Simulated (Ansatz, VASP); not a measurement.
Ag2Au: VASP beside Ansatz

Contents of INCAR:

```
PREC = Accurate ; ENCUT = 520
EDIFF = 1E-6 ; ISMEAR = 0
SIGMA = 0.1 ; LREAL = False
LASPH = True ; NELM = 80
ALGO = Normal ; ISIF = 2
LWAVE = False ; LCHARG = False
GGA = PE ; NBANDS = 42
```

KPOINTS

```
regular mesh
0
Gamma
  4 4 4
```

File POSCAR:

```
Ag2Au
1.0
    0.0000000000      3.8712077297      3.8712077297
    3.8712077297      0.0000000000      3.8712077297
    3.8712077297      3.8712077297      0.0000000000
Ag Au
4 2
Direct
    0.6250000000      0.6250000000      0.6250000000
    0.1250000000      0.6250000000      0.6250000000
    0.6250000000      0.6250000000      0.1250000000
    0.6250000000      0.1250000000      0.6250000000
    0.0000000000      0.0000000000      0.0000000000
    0.2500000000      0.2500000000      0.2500000000
```

Input for Ansatz:

```yaml
crystal:
  lattice:
    - [0.0, 3.8712077297, 3.8712077297]
    - [3.8712077297, 0.0, 3.8712077297]
    - [3.8712077297, 3.8712077297, 0.0]
  atoms:
    - { symbol: Ag, position: [0.625, 0.625, 0.625] }
    - { symbol: Ag, position: [0.125, 0.625, 0.625] }
    - { symbol: Ag, position: [0.625, 0.625, 0.125] }
    - { symbol: Ag, position: [0.625, 0.125, 0.625] }
    - { symbol: Au, position: [0.0, 0.0, 0.0] }
    - { symbol: Au, position: [0.25, 0.25, 0.25] }
basis:
  ecutwfc: 420
kpoints:
  mp_grid: { grid: [4, 4, 4] }
hamiltonian:
  xc: pbe
scf:
  occupations: { method: gaussian, width: 0.1 }
  lower_state_search: "off"
output:
  forces: true
  stress: true
  eigenvalues: true
```

Alike in both runs: task single point; functional PBE; k mesh 4 × 4 × 4; occupations gaussian, width 0.1 eV; no spin polarisation.

|  | VASP | Ansatz |
| --- | --- | --- |
| version | VASP 6.6.1 | Ansatz 0.2.0 |
| potentials or method | VASP PAW PBE potentials, release 64 (Ag, Au), cutoff 520 eV | scalar-relativistic, plane waves, PAW |
| valence electrons in the cell | 66 | 114 |

|  | VASP | Ansatz | Ansatz less VASP |
| --- | --- | --- | --- |
| gap on the k mesh at the Fermi level (eV) | none | none | - |
| pressure (GPa) | -2.1 | -2.0 | +0.12 |

A gap of «none» marks a metal or a gap that the smearing closes. The functional is the same, so the differences come from potentials, cutoffs and numerics. VASP's potentials hold 66 valence electrons a cell and Ansatz's 114, so a difference there can come from the potentials and not from the codes.

Spin-orbit coupling is off throughout.
